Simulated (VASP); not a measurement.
# CO2 (I-42d) in VASP: further runs

The runs below take CO2 through single point, with LDA.

Everything below comes from runs of VASP 6.6.1. Logs are shortened: lines on timing, memory, paths and dates and some standing lists are left out, and cuts for length are marked.

## (1) The cell of the first run

Symmetry: I-42d, No. 122, tetragonal system. Conventional cell: a = 3.949 Å, b = 3.949 Å, c = 6.028 Å, α = 90.00°, β = 90.00°, γ = 90.00°. Within 1.9 Å of C (site symmetry -4) lie 4 O at 1.40 Å. O (site symmetry 2) has 2 C at 1.40 Å within 1.9 Å.

## (2) Single point, LDA

INCAR

```
  PREC = Accurate
  ENCUT = 520
  EDIFF = 1E-7
  ISMEAR = 0
  SIGMA = 0.01
  LREAL = False
  LASPH = True
  NELM = 60
  ALGO = Normal
  ISIF = 2
  LWAVE = False
  LCHARG = False
  GGA = CA
  NBANDS = 25
```

KPOINTS

```
regular mesh
0
Gamma
  6 6 6
```

POSCAR

```
CO2
1.0
   -1.9747300000      1.9747300000      3.0140600000
    1.9747300000     -1.9747300000      3.0140600000
    1.9747300000      1.9747300000     -3.0140600000
C O
2 4
Direct
    0.7500000000      0.2500000000      0.5000000000
    0.0000000000      0.0000000000      0.0000000000
    0.7098000000      0.1250000000      0.0848000000
    0.0402000000      0.6250000000      0.9152000000
    0.3750000000      0.2902000000      0.4152000000
    0.8750000000      0.9598000000      0.5848000000
```

Potentials or basis: VASP PAW LDA potentials, release 64 (C, O).

The run is started by

```bash
cat potpaw_LDA.64/C/POTCAR potpaw_LDA.64/O/POTCAR > POTCAR
mpirun -np 1 vasp_std > vasp.out
```

OUTCAR:

```text
PREC = Accurate
   ENCUT = 520
   EDIFF = 1E-7
   ISMEAR = 0
   LREAL = False
   LASPH = True
   NELM = 60
   ISIF = 2
   GGA = CA

 ion  position               nearest neighbor table
   1  0.750  0.250  0.500-   3 1.40   4 1.40   5 1.40   6 1.40
   2  0.000  0.000  0.000-   3 1.40   4 1.40   5 1.40   6 1.40
   3  0.710  0.125  0.085-   1 1.40   2 1.40
   4  0.040  0.625  0.915-   1 1.40   2 1.40
   5  0.375  0.290  0.415-   1 1.40   2 1.40
   6  0.875  0.960  0.585-   1 1.40   2 1.40

  LATTYP: Found a body centered tetragonal cell.
 ALAT       =     3.9494600000
 C/A-ratio  =     1.5263149899

  Lattice vectors:

 A1 = (  -1.9747300000,   1.9747300000,   3.0140600000)
 A2 = (   1.9747300000,  -1.9747300000,   3.0140600000)
 A3 = (   1.9747300000,   1.9747300000,  -3.0140600000)

Analysis of symmetry for initial positions (statically):
=====================================================================
 Subroutine PRICEL returns:
 Original cell was already a primitive cell.

 Routine SETGRP: Setting up the symmetry group for a
 body centered tetragonal supercell.

 Subroutine GETGRP returns: Found  8 space group operations
 (whereof  4 operations were pure point group operations)
 out of a pool of 16 trial point group operations.

The static configuration has the point symmetry S_4 .
 The point group associated with its full space group is D_2d.

Analysis of symmetry for dynamics (positions and initial velocities):
=====================================================================
 Subroutine PRICEL returns:
 Original cell was already a primitive cell.

 Routine SETGRP: Setting up the symmetry group for a
 body centered tetragonal supercell.

 Subroutine GETGRP returns: Found  8 space group operations
 (whereof  4 operations were pure point group operations)
 out of a pool of 16 trial point group operations.

The dynamic configuration has the point symmetry S_4 .
 The point group associated with its full space group is D_2d.

 Subroutine INISYM returns: Found  8 space group operations
 (whereof  4 operations are pure point group operations),
 and found     1 'primitive' translations

----------------------------------------------------------------------------------------

                                     Primitive cell

  volume of cell :      47.0140

  direct lattice vectors                    reciprocal lattice vectors
    -1.974730000  1.974730000  3.014060000     0.000000000  0.253199172  0.165889199
     1.974730000 -1.974730000  3.014060000     0.253199172  0.000000000  0.165889199
     1.974730000  1.974730000 -3.014060000     0.253199172  0.253199172  0.000000000

  length of vectors
     4.108974912  4.108974912  4.108974912     0.302702902  0.302702902  0.358077702

  position of ions in fractional coordinates (direct lattice)
     0.750000000  0.250000000  0.500000000
     0.000000000  0.000000000  0.000000000
     0.709800000  0.125000000  0.084800000
     0.040200000  0.625000000  0.915200000
     0.375000000  0.290200000  0.415200000
     0.875000000  0.959800000  0.584800000

  ion indices of the primitive-cell ions
   primitive index   ion index
                 1           1
                 2           2
                 3           3
                 4           4
                 5           5
                 6           6

----------------------------------------------------------------------------------------

 KPOINTS: regular mesh

Automatic generation of k-mesh.
 Grid dimensions read from file:
 generate k-points for:    6    6    6

 Generating k-lattice:

  Cartesian coordinates                     Fractional coordinates (reciprocal lattice)
     0.000000000  0.042199862  0.027648200     0.166666667  0.000000000 -0.000000000
     0.042199862  0.000000000  0.027648200     0.000000000  0.166666667 -0.000000000
     0.042199862  0.042199862  0.000000000     0.000000000  0.000000000  0.166666667

  Length of vectors
     0.050450484  0.050450484  0.059679617

  Shift w.r.t. Gamma in fractional coordinates (k-lattice)
     0.000000000  0.000000000  0.000000000

 Subroutine IBZKPT returns following result:
 ===========================================

 Found     30 irreducible k-points:

 Following reciprocal coordinates:
            Coordinates               Weight
  0.000000  0.000000  0.000000      1.000000
  0.166667  0.000000 -0.000000      8.000000
  0.333333  0.000000  0.000000      8.000000
  0.500000  0.000000 -0.000000      4.000000
  0.166667  0.166667 -0.000000      8.000000
  0.333333  0.166667 -0.000000     16.000000
[... 16 lines left out ...]
 -0.333333 -0.333333  0.166667      8.000000
 -0.166667 -0.333333  0.166667      8.000000
 [... further k-points ...]
   k-points           NKPTS =     30   k-points in BZ     NKDIM =     30   number of bands    NBANDS=     25
   number of dos      NEDOS =    301   number of ions     NIONS =      6
   total plane-waves  NPLWV =  32768
   dimension x,y,z NGX =    32 NGY =   32 NGZ =   32
   dimension x,y,z NGXF=    64 NGYF=   64 NGZF=   64
   ions per type =               2   4
   NGX,Y,Z   is equivalent  to a cutoff of  12.95, 12.95, 12.95 a.u.
   NGXF,Y,Z  is equivalent  to a cutoff of  25.89, 25.89, 25.89 a.u.
 SYSTEM =  unknown system
   PREC   = accura    normal or accurate (medium, high low for compatibility)
   ISTART =      0    job   : 0-new  1-cont  2-samecut
   ICHARG =      2    charge: 1-file 2-atom 10-const
   ISPIN  =      1    spin polarized calculation?
   LNONCOLLINEAR =      F non collinear calculations
   LSORBIT =      F    spin-orbit coupling
   LASPH  =      T    aspherical Exc in radial PAW
   ENCUT  =  520.0 eV  38.22 Ry    6.18 a.u.   7.64  7.64  7.64*2*pi/ulx,y,z
   NELM   =     60;   NELMIN=  2; NELMDL= -5     # of ELM steps
   EDIFF  = 0.1E-06   stopping-criterion for ELM
   LREAL  =      F    real-space projection
   EDIFFG = 0.1E-05   stopping-criterion for IOM
   NSW    =      0    number of steps for IOM
   IBRION =     -1    ionic relax: 0-MD 1-quasi-New 2-CG
   NFREE  =      0    steps in history (QN), initial steepest desc. (CG)
   ISIF   =      2    stress and relaxation
   ISYM   =      2    0-nonsym 1-usesym 2-fastsym
   POTIM  = 0.5000    time-step for ionic-motion
   TEBEG  =    0.0;   TEEND  =   0.0 temperature during run
   PSTRESS=    0.0 pullay stress
   NELECT =      32.0000    total number of electrons
   NUPDOWN=      -1.0000    fix difference up-down
   EMIN   =  10.00;   EMAX   =-10.00  energy-range for DOS
   EFERMI =   0.00;   METHOD = LEGACY
   ISMEAR =     0;   SIGMA  =   0.01  broadening in eV -4-tet -1-fermi 0-gaus
   EFERMI_NEDOS =   21; number of points for ismear=-14 and -15
   IALGO  =     38    algorithm
   IMIX   =      4    mixing-type and parameters
     AMIX     =   0.40;   BMIX     =  1.00
     AMIX_MAG =   1.60;   BMIX_MAG =  1.00
  volume/ion in A,a.u.               =       7.84        52.88
  Fermi-wavevector in a.u.,A,eV,Ry     =   1.440066  2.721330 28.215625  2.073790
  Thomas-Fermi vector in A             =   2.558852
   LORBIT       =      0    0 simple, 1 ext, 2 COOP (PROOUT), +10 PAW based schemes
   GGA     = CA    functional components
   LHFCALC =     F    Hartree Fock is set to
   AEXX    =    0.0000 exact exchange contribution
   IVDW    =     0    specifies the selected vdW correction
   LEPSILON=     F    determine dielectric tensor
   LRPA    =     F    only Hartree local field effects (RPA)
 non-spin polarized calculation
 Gauss-broadening in eV      SIGMA  =   0.01
  energy-cutoff  :      520.00
  volume of cell :       47.01
 maximum number of plane-waves:      1307
 NGX is ok and might be reduce to    32
   NGX = 15   NGY = 15   NGZ = 15

 number of electron      32.0000003 magnetization

 Free energy of the ion-electron system (eV)
  ---------------------------------------------------
  ext. energy  EPLUGINS =         0.00000000
  ---------------------------------------------------
  free energy    TOTEN  =       -49.02566652 eV

  energy without entropy =      -49.02566652  energy(sigma->0) =      -49.02566652

 E-fermi :   2.0033     XC(G=0): -11.6892

 val. band max:        1.9436180936   @ k =   0.5000   0.0000  -0.0000
 cond. band min:       9.3284079795   @ k =   0.0000   0.0000   0.0000
 fundamental gap:      7.3847898860
 Fermi energy:         2.0032915178

 k-point     1 :       0.0000    0.0000    0.0000
  band No.  band energies     occupation
      1     -21.8322      2.00000
      2     -16.7004      2.00000
      3     -16.7004      2.00000
      4     -16.0847      2.00000
      5     -12.5552      2.00000
      6      -7.7592      2.00000
[... 17 lines left out ...]
     24      16.6206      0.00000
     25      16.6206      0.00000

 k-point     2 :       0.1667    0.0000   -0.0000
  band No.  band energies     occupation
      1     -21.6540      2.00000
      2     -17.1407      2.00000
      3     -16.7447      2.00000
      4     -16.2727      2.00000
      5     -12.0156      2.00000
      6      -7.7396      2.00000
[... 17 lines left out ...]
     24      16.4875      0.00000
     25      16.8244      0.00000

 k-point     3 :       0.3333    0.0000    0.0000
  band No.  band energies     occupation
      1     -21.1902      2.00000
      2     -18.1491      2.00000
      3     -16.8131      2.00000
      4     -16.4278      2.00000
      5     -11.1667      2.00000
      6      -7.7035      2.00000
[... 17 lines left out ...]
     24      16.0823      0.00000
     25      16.6285      0.00000

 k-point     4 :       0.5000    0.0000   -0.0000
  band No.  band energies     occupation
      1     -20.8398      2.00000
      2     -18.7337      2.00000
      3     -16.8370      2.00000
      4     -16.4926      2.00000
      5     -10.8173      2.00000
      6      -7.6533      2.00000
[... 17 lines left out ...]
     24      15.9548      0.00000
     25      16.5700      0.00000

 k-point     5 :       0.1667    0.1667   -0.0000
  band No.  band energies     occupation
      1     -21.3743      2.00000
      2     -17.7213      2.00000
      3     -16.8289      2.00000
      4     -16.4605      2.00000
      5     -11.3377      2.00000
      6      -7.8680      2.00000
[... 17 lines left out ...]
     24      16.3908      0.00000
     25      16.6407      0.00000

 k-point     6 :       0.3333    0.1667   -0.0000
  band No.  band energies     occupation
      1     -20.8706      2.00000
      2     -18.6123      2.00000
      3     -16.8992      2.00000
      4     -16.5611      2.00000
      5     -10.6420      2.00000
      6      -7.9560      2.00000
[... 17 lines left out ...]
     24      16.1519      0.00000
     25      16.3660      0.00000
[... 393 lines left out ...]
 k-point    21 :      -0.3333    0.5000    0.1667
  band No.  band energies     occupation
      1     -20.3502      2.00000
      2     -19.2490      2.00000
      3     -16.9690      2.00000
      4     -16.7790      2.00000
      5      -9.7508      2.00000
      6      -8.2570      2.00000
[... 17 lines left out ...]
     24      16.0386      0.00000
     25      16.5859      0.00000

 k-point    22 :      -0.1667    0.5000    0.1667
  band No.  band energies     occupation
      1     -20.7260      2.00000
      2     -18.8134      2.00000
      3     -16.8995      2.00000
      4     -16.6845      2.00000
      5     -10.3315      2.00000
      6      -7.6207      2.00000
[... 17 lines left out ...]
     24      15.9743      0.00000
     25      16.2697      0.00000

 k-point    23 :      -0.3333   -0.3333    0.1667
  band No.  band energies     occupation
      1     -20.7578      2.00000
      2     -18.7050      2.00000
      3     -16.9458      2.00000
      4     -16.7839      2.00000
      5     -10.0677      2.00000
      6      -7.7965      2.00000
[... 17 lines left out ...]
     24      15.9935      0.00000
     25      16.0424      0.00000

 k-point    24 :      -0.1667   -0.3333    0.1667
  band No.  band energies     occupation
      1     -21.2125      2.00000
      2     -17.9648      2.00000
      3     -16.8401      2.00000
      4     -16.7173      2.00000
      5     -10.8124      2.00000
      6      -7.4749      2.00000
[... 17 lines left out ...]
     24      16.0516      0.00000
     25      16.2805      0.00000

 [... further k-points ...]

------------------------ aborting loop because EDIFF is reached ----------------------------------------

  FORCE on cell =-STRESS in cart. coord.  units (eV):
  Direction    XX          YY          ZZ          XY          YZ          ZX
  --------------------------------------------------------------------------------------
  -------------------------------------------------------------------------------------
  Total       -3.3719118     -3.3719118     -3.6702887      0.0000000     -0.0000000      0.0000000
  in kB     -114.9104323   -114.9104323   -125.0787343      0.0000000     -0.0000000      0.0000000
  external PRESSURE =    -118.2998663 kB  Pullay stress =       0.0000000 kB

 VOLUME and BASIS-vectors are now :
 -----------------------------------------------------------------------------
  energy-cutoff  :      520.00
  volume of cell :       47.01
      direct lattice vectors                 reciprocal lattice vectors
    -1.974730000  1.974730000  3.014060000     0.000000000  0.253199172  0.165889199
     1.974730000 -1.974730000  3.014060000     0.253199172  0.000000000  0.165889199
     1.974730000  1.974730000 -3.014060000     0.253199172  0.253199172  0.000000000

 POSITION                                       TOTAL-FORCE (eV/Angst)
 -----------------------------------------------------------------------------------
      0.00000      1.97473      1.50703         0.000000      0.000000      0.000000
      0.00000      0.00000      0.00000         0.000000     -0.000000     -0.000000
     -0.98737      1.32228      2.26055         0.000000      0.419858     -0.000000
      2.96210      0.65245     -0.75352         0.000000     -0.419858      0.000000
      0.65245      0.98737      0.75351        -0.419858      0.000000      0.000000
      1.32228      0.98736      3.76757         0.419858     -0.000000     -0.000000
 -----------------------------------------------------------------------------------
    total drift:                                0.000001      0.000001      0.000001

  FREE ENERGIE OF THE ION-ELECTRON SYSTEM (eV)
  ---------------------------------------------------
  free  energy   TOTEN  =       -49.0256665169 eV

  energy  without entropy=      -49.0256665169  energy(sigma->0) =      -49.02566652
```

It took 25 s on 1 thread of Intel Xeon Platinum 8488C (Sapphire Rapids), shared host; peak memory 0.15 GiB.

What came out:

```yaml
Free_energy: -49.0257 eV
Pressure: -11.8 GPa
Largest_force: 0.420 eV/Å
Band_gap_on_the_k_mesh: 7.38 eV, indirect (least direct gap 7.89 eV)
```

Forces on the atoms (eV/Å):
```
C    0.000  0.000  0.000
C    0.000  0.000  0.000
O    0.000  0.420  0.000
O    0.000 -0.420  0.000
O   -0.420  0.000  0.000
O    0.420  0.000  0.000
```

Stress tensor (GPa, compression positive):
```
-11.49   0.00   0.00
  0.00 -11.49   0.00
  0.00   0.00 -12.51
```

(Continued in part 2 of 2.)
